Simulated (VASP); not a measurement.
Ir, 1 atom in the cell. The structure is cubic, space group Fm-3m (No. 225). Conventional cell: a = 3.885 Å, b = 3.885 Å, c = 3.885 Å, α = 90.00°, β = 90.00°, γ = 90.00°. Ir (site symmetry m-3m) has 12 Ir at 2.75 Å within 3.6 Å. 

```yaml
Program: VASP 6.6.1
Task: single point
Functional: RPBE
Potentials_or_basis: VASP PAW PBE potentials, release 64 (Ir)
Cutoff: 520 eV
k_mesh: 12 × 12 × 12
Occupations: fermi-dirac, width 0.05 eV
Spin: no spin polarisation
Dipole_correction: no
Further_INCAR_settings: ALGO = Normal; EDIFF = 1e-06; NBANDS = 10
```

Potentials or basis: VASP PAW PBE potentials, release 64 (Ir).

Command:

```bash
$ cat potpaw_PBE.64/Ir/POTCAR > POTCAR
$ mpirun -np 1 vasp_std > vasp.out
```

Hardware: 1 thread of AMD EPYC 9R14 (Zen 4), with other jobs on the host.

Task: How long does it take, and how much memory?

Result: Wall time 6.2 s on 1 thread of AMD EPYC 9R14 (Zen 4), with other jobs on the host, peak memory 0.1 GiB. Counts: scf iterations 12, k points 72.
